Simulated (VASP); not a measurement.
Wanted: the native input for a VASP 6.6.1 run.

```
Task                   : relaxation of cell and atoms
Functional             : PBE
Potentials or basis    : VASP PAW PBE potentials, release 64 (Cu, O)
Cutoff                 : 600 eV
k mesh                 : 10 × 10 × 10
Occupations            : fermi-dirac, width 0.05 eV
Spin                   : no spin polarisation
Hubbard terms          : Cu d U = 4.5 eV
Dipole correction      : no
Further INCAR settings : ALGO = Normal; EDIFF = 1e-06; IBRION = 2; EDIFFG = -0.01; NSW = 60; ISIF = 3
```

The structure of CuO lies in POSCAR:

```
CuO
1.0
    0.0000000000      2.3272527300      2.3272527300
    2.3272527300      0.0000000000      2.3272527300
    2.3272527300      2.3272527300      0.0000000000
Cu O
1 1
Direct
    0.0000000000      0.0000000000      0.0000000000
    0.2500000000      0.2500000000      0.2500000000
```

The input as run:

INCAR

```
SYSTEM = CuO
PREC     = Accurate       ! precision mode
ENCUT    = 600            ! plane-wave cutoff, eV
EDIFF    = 1E-6           ! SCF threshold, eV
ISMEAR   = -1             ! smearing method
SIGMA    = 0.05           ! smearing width, eV
LREAL    = .False.        ! projectors in reciprocal space
LASPH    = .True.         ! aspherical terms in the spheres
NELM     = 150            ! most SCF steps
ALGO     = Normal         ! electronic algorithm
ISIF     = 3              ! what is computed and relaxed
LWAVE    = .False.        ! write WAVECAR
LCHARG   = .False.        ! write CHGCAR
LMAXMIX  = 4              ! l up to which the mixer works
LDAU     = .True.         ! DFT+U
LDAUTYPE = 2            
LDAUL    = 2 -1           ! shell
LDAUU    = 4.5 0          ! U, eV
LDAUJ    = 0 0          
LDAUPRINT= 1            
GGA      = PE             ! functional
IBRION   = 2              ! ionic algorithm
NSW      = 60             ! ionic steps
EDIFFG   = -0.01          ! ionic threshold
```

KPOINTS

```
Automatic mesh
0
Gamma
  10 10 10
  0 0 0
```

Potentials or basis: VASP PAW PBE potentials, release 64 (Cu, O).

Run with:

```sh
$ cat potpaw_PBE.64/Cu/POTCAR potpaw_PBE.64/O/POTCAR > POTCAR
$ mpirun -np 1 vasp_std > vasp.out
```

It gave:

- Relaxed volume: 11.39 Å³/atom
- Relaxed cell: a = 3.182 Å, b = 3.182 Å, c = 3.182 Å, α = 60.00°, β = 60.00°, γ = 60.00°
- Space group after relaxing (to 0.1 Å): F-43m (No. 216)
- Energy gained by relaxing: 43.3 meV/atom
- Ionic steps: 3
- Pressure after relaxing: 0.1 GPa
- Band gap on the k mesh: zero (an odd number of electrons rules out a gap without spin polarisation)

Caveat: an odd number of electrons without spin polarisation forces a metal; a magnetic or distorted state may lie lower; U without spin polarisation on a metal has little footing.

Wall time 43 s on 1 thread of Intel(R) Xeon(R) Platinum 8375C CPU @ 2.90GHz (Ice Lake) (shared host), peak memory 0.17 GiB.
